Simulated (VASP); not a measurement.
MgS, 2 atoms in the cell. Symmetry: Fm-3m, No. 225, cubic system. Conventional cell: a = 5.203 Å, b = 5.203 Å, c = 5.203 Å, α = 90.00°, β = 90.00°, γ = 90.00°. Within 3.4 Å of Mg (site symmetry m-3m) lie 6 S at 2.60 Å. S (site symmetry m-3m) has 6 Mg at 2.60 Å within 3.4 Å. 

```yaml
Program: VASP 6.6.1
Task: single point
Functional: PBE0
Potentials_or_basis: VASP PAW PBE potentials, release 64 (Mg, S)
Cutoff: 520 eV
k_mesh: 6 × 6 × 6
Occupations: gaussian, width 0.01 eV
Spin: no spin polarisation
Dipole_correction: no
Grid_for_exact_exchange_PRECFOCK: Normal
Further_INCAR_settings: ALGO = Normal; EDIFF = 1e-06; NBANDS = 11
Share_of_exact_exchange: 0.25
```

Potentials or basis: VASP PAW PBE potentials, release 64 (Mg, S).

Command:

```bash
$ cat potpaw_PBE.64/Mg/POTCAR potpaw_PBE.64/S/POTCAR > POTCAR
$ cp INCAR.step1 INCAR
$ mpirun -np 1 vasp_std > vasp.out
$ cp INCAR.step2 INCAR
$ mpirun -np 1 vasp_std > vasp.out
```

Hardware: 1 thread of Intel(R) Xeon(R) 6975P-C (Granite Rapids), with other jobs on the host.

Q: How long does it take, and how much memory?

A: Wall time 6.5 min on 1 thread of Intel(R) Xeon(R) 6975P-C (Granite Rapids), with other jobs on the host, peak memory 0.17 GiB. Counts: k points 16.
